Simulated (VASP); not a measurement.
# AlNi in VASP: notebook, part 2 of 3

VASP 6.6.1.

## Step 3: Single point, PBE, collinear spin, ferromagnetic start

This run uses another cell than the first one, of 11.72 Å³/atom.

Input file INCAR:

```
ALGO     = Normal         # electronic algorithm
EDIFF    = 1E-7           # SCF threshold, eV
ENCUT    = 520            # plane-wave cutoff, eV
GGA      = PE             # functional
ISIF     = 2              # what is computed and relaxed
ISMEAR   = -1             # smearing method
ISPIN    = 2              # spin polarisation
LASPH    = True           # aspherical terms in the spheres
LCHARG   = False          # write CHGCAR
LMAXMIX  = 4              # l up to which the mixer works
LORBIT   = 11             # projections on sites
LREAL    = False          # projectors in reciprocal space
LWAVE    = False          # write WAVECAR
MAGMOM   = 1 0            # initial moments
NBANDS   = 18             # bands
NELM     = 150            # most SCF steps
PREC     = Accurate       # precision mode
SIGMA    = 0.05           # smearing width, eV
```

Input file KPOINTS:

```
k-points
0
Gamma
  8 8 8
```

Input file POSCAR:

```
AlNi
1.0
    2.8810000000      0.0000000000      0.0000000000
    0.0000000000      2.8810000000      0.0000000000
    0.0000000000      0.0000000000      2.8233800000
Ni Al
1 1
Direct
    0.5000000000      0.5000000000      0.5000000000
    0.0000000000      0.0000000000      0.0000000000
```

Potentials or basis: VASP PAW PBE potentials, release 64 (Ni, Al).

On the command line:

```
$ cat potpaw_PBE.64/Ni/POTCAR potpaw_PBE.64/Al/POTCAR > POTCAR
$ mpirun -np 1 vasp_std > vasp.out
```

OUTCAR:

```text
EDIFF = 1E-7
   ENCUT = 520
   GGA = PE
   ISIF = 2
   ISMEAR = -1
   ISPIN = 2
   LASPH = True
   LORBIT = 11
   LREAL = False
   NELM = 150
   PREC = Accurate

 ion  position               nearest neighbor table
   1  0.500  0.500  0.500-   2 2.48   2 2.48   2 2.48   2 2.48   2 2.48   2 2.48   2 2.48   2 2.48

   2  0.000  0.000  0.000-   1 2.48   1 2.48   1 2.48   1 2.48   1 2.48   1 2.48   1 2.48   1 2.48

  LATTYP: Found a simple tetragonal cell.
 ALAT       =     2.8810000000
 C/A-ratio  =     0.9800000000

  Lattice vectors:

 A1 = (   2.8810000000,   0.0000000000,   0.0000000000)
 A2 = (   0.0000000000,   2.8810000000,   0.0000000000)
 A3 = (   0.0000000000,   0.0000000000,   2.8233800000)

Analysis of symmetry for initial positions (statically):
=====================================================================
 Subroutine PRICEL returns:
 Original cell was already a primitive cell.

 Routine SETGRP: Setting up the symmetry group for a
 simple tetragonal supercell.

 Subroutine GETGRP returns: Found 16 space group operations
 (whereof 16 operations were pure point group operations)
 out of a pool of 16 trial point group operations.

The static configuration has the point symmetry D_4h.

Analysis of symmetry for dynamics (positions and initial velocities):
=====================================================================
 Subroutine PRICEL returns:
 Original cell was already a primitive cell.

 Routine SETGRP: Setting up the symmetry group for a
 simple tetragonal supercell.

 Subroutine GETGRP returns: Found 16 space group operations
 (whereof 16 operations were pure point group operations)
 out of a pool of 16 trial point group operations.

The dynamic configuration has the point symmetry D_4h.

Analysis of structural, dynamic, and magnetic symmetry:
=====================================================================
 Subroutine PRICEL returns:
 Original cell was already a primitive cell.

 Routine SETGRP: Setting up the symmetry group for a
 simple tetragonal supercell.

 Subroutine GETGRP returns: Found 16 space group operations
 (whereof 16 operations were pure point group operations)
 out of a pool of 16 trial point group operations.

The overall configuration has the point symmetry D_4h.

 Subroutine INISYM returns: Found 16 space group operations
 (whereof 16 operations are pure point group operations),
 and found     1 'primitive' translations

----------------------------------------------------------------------------------------

                                     Primitive cell

  volume of cell :      23.4345

  direct lattice vectors                    reciprocal lattice vectors
     2.881000000  0.000000000  0.000000000     0.347101701  0.000000000  0.000000000
     0.000000000  2.881000000  0.000000000     0.000000000  0.347101701  0.000000000
     0.000000000  0.000000000  2.823380000     0.000000000  0.000000000  0.354185409

  length of vectors
     2.881000000  2.881000000  2.823380000     0.347101701  0.347101701  0.354185409

  position of ions in fractional coordinates (direct lattice)
     0.500000000  0.500000000  0.500000000
[... 70 lines left out ...]
   ISTART =      0    job   : 0-new  1-cont  2-samecut
   ICHARG =      2    charge: 1-file 2-atom 10-const
   ISPIN  =      2    spin polarized calculation?
   LNONCOLLINEAR =      F non collinear calculations
   LSORBIT =      F    spin-orbit coupling
   LASPH  =      T    aspherical Exc in radial PAW
   ENCUT  =  520.0 eV  38.22 Ry    6.18 a.u.   5.36  5.36  5.25*2*pi/ulx,y,z
   NELM   =    150;   NELMIN=  2; NELMDL= -5     # of ELM steps
   EDIFF  = 0.1E-06   stopping-criterion for ELM
   LREAL  =      F    real-space projection
   EDIFFG = 0.1E-05   stopping-criterion for IOM
   NSW    =      0    number of steps for IOM
   IBRION =     -1    ionic relax: 0-MD 1-quasi-New 2-CG
   NFREE  =      0    steps in history (QN), initial steepest desc. (CG)
   ISIF   =      2    stress and relaxation
   ISYM   =      2    0-nonsym 1-usesym 2-fastsym
   POTIM  = 0.5000    time-step for ionic-motion
   TEBEG  =    0.0;   TEEND  =   0.0 temperature during run
   PSTRESS=    0.0 pullay stress
   NELECT =      13.0000    total number of electrons
   NUPDOWN=      -1.0000    fix difference up-down
   EMIN   =  10.00;   EMAX   =-10.00  energy-range for DOS
   EFERMI =   0.00;   METHOD = LEGACY
   ISMEAR =    -1;   SIGMA  =   0.05  broadening in eV -4-tet -1-fermi 0-gaus
   EFERMI_NEDOS =   21; number of points for ismear=-14 and -15
   IALGO  =     38    algorithm
   IMIX   =      4    mixing-type and parameters
     AMIX     =   0.40;   BMIX     =  1.00
     AMIX_MAG =   1.60;   BMIX_MAG =  1.00
  volume/ion in A,a.u.               =      11.72        79.07
  Fermi-wavevector in a.u.,A,eV,Ry     =   1.345150  2.541965 24.618764  1.809428
  Thomas-Fermi vector in A             =   2.473086
   LORBIT       =     11    0 simple, 1 ext, 2 COOP (PROOUT), +10 PAW based schemes
   GGA     = PE    functional components
   LHFCALC =     F    Hartree Fock is set to
   AEXX    =    0.0000 exact exchange contribution
   IVDW    =     0    specifies the selected vdW correction
   LEPSILON=     F    determine dielectric tensor
   LRPA    =     F    only Hartree local field effects (RPA)
 spin polarized calculation
  energy-cutoff  :      520.00
  volume of cell :       23.43
 maximum number of plane-waves:       645
 NGX is ok and might be reduce to    24
   NGX = 11   NGY = 11   NGZ = 11

 number of electron      13.0000009 magnetization      -0.0053187

 number of electron      13.0000009 magnetization       0.0000540

 Free energy of the ion-electron system (eV)
  ---------------------------------------------------
  ext. energy  EPLUGINS =         0.00000000
  ---------------------------------------------------
  free energy    TOTEN  =       -10.52358192 eV

  energy without entropy =      -10.51359697  energy(sigma->0) =      -10.51858945

 E-fermi :  10.2181     XC(G=0): -12.1456

 val. band max:       10.2129385908   @ k =   0.3750   0.2500   0.1250
 cond. band min:      10.2236029794   @ k =   0.3750   0.1250   0.2500
 fundamental gap:      0.0106643886
 Fermi energy:        10.2180813449

 spin component 1

 k-point     1 :       0.0000    0.0000    0.0000
  band No.  band energies     occupation
      1      -0.9908      1.00000
      2       6.9650      1.00000
      3       6.9709      1.00000
      4       8.6770      1.00000
      5       8.7265      1.00000
      6       8.7265      1.00000
[... 493 lines left out ...]
     17      33.8245      0.00000
     18      34.9700      0.00000

 [... further k-points ...]

 spin component 2

 k-point     1 :       0.0000    0.0000    0.0000
  band No.  band energies     occupation
      1      -0.9908      1.00000
      2       6.9651      1.00000
      3       6.9710      1.00000
      4       8.6770      1.00000
      5       8.7265      1.00000
      6       8.7265      1.00000
[... 493 lines left out ...]
     17      33.8245      0.00000
     18      34.9700      0.00000

 [... further k-points ...]

------------------------ aborting loop because EDIFF is reached ----------------------------------------

  FORCE on cell =-STRESS in cart. coord.  units (eV):
  Direction    XX          YY          ZZ          XY          YZ          ZX
  --------------------------------------------------------------------------------------
  -------------------------------------------------------------------------------------
  Total        0.7910810      0.7910810      0.9451023      0.0000000      0.0000000      0.0000000
  in kB       54.0848543     54.0848543     64.6150295      0.0000000      0.0000000      0.0000000
  external PRESSURE =      57.5949127 kB  Pullay stress =       0.0000000 kB

 VOLUME and BASIS-vectors are now :
 -----------------------------------------------------------------------------
  energy-cutoff  :      520.00
  volume of cell :       23.43
      direct lattice vectors                 reciprocal lattice vectors
     2.881000000  0.000000000  0.000000000     0.347101701  0.000000000  0.000000000
     0.000000000  2.881000000  0.000000000     0.000000000  0.347101701  0.000000000
     0.000000000  0.000000000  2.823380000     0.000000000  0.000000000  0.354185409

 POSITION                                       TOTAL-FORCE (eV/Angst)
 -----------------------------------------------------------------------------------
      1.44050      1.44050      1.41169         0.000000      0.000000      0.000000
      0.00000      0.00000      0.00000         0.000000      0.000000      0.000000
 -----------------------------------------------------------------------------------
    total drift:                                0.000000      0.000000     -0.000000

  FREE ENERGIE OF THE ION-ELECTRON SYSTEM (eV)
  ---------------------------------------------------
  free  energy   TOTEN  =       -10.5235819249 eV

  energy  without entropy=      -10.5135969669  energy(sigma->0) =      -10.51858945

 total charge

# of ion       s       p       d       tot
------------------------------------------
    1        0.482   0.533   8.484   9.500
    2        0.386   0.425   0.000   0.811
--------------------------------------------------
tot          0.868   0.958   8.484  10.310

 magnetization (x)

# of ion       s       p       d       tot
------------------------------------------
    1        0.000   0.000   0.000   0.000
    2       -0.000   0.000   0.000   0.000
--------------------------------------------------
tot          0.000   0.000   0.000   0.000
```

Run time: 63 s. Hardware: 1 thread of Intel Xeon 8259CL, shared host; peak memory 0.18 GiB.

What came out:

```yaml
Free_energy: -10.5236 eV
Pressure: 5.8 GPa
Net_moment: 0.00 μB per cell
Valence_electrons_inside_the_program's_atomic_spheres: Ni 9.50; Al 0.81
```

Stress tensor (GPa, compression positive):
```
5.41 0.00 0.00
0.00 5.41 0.00
0.00 0.00 6.46
```

Caveat: the cell stands under pressure.

[end of part 2 of 3]
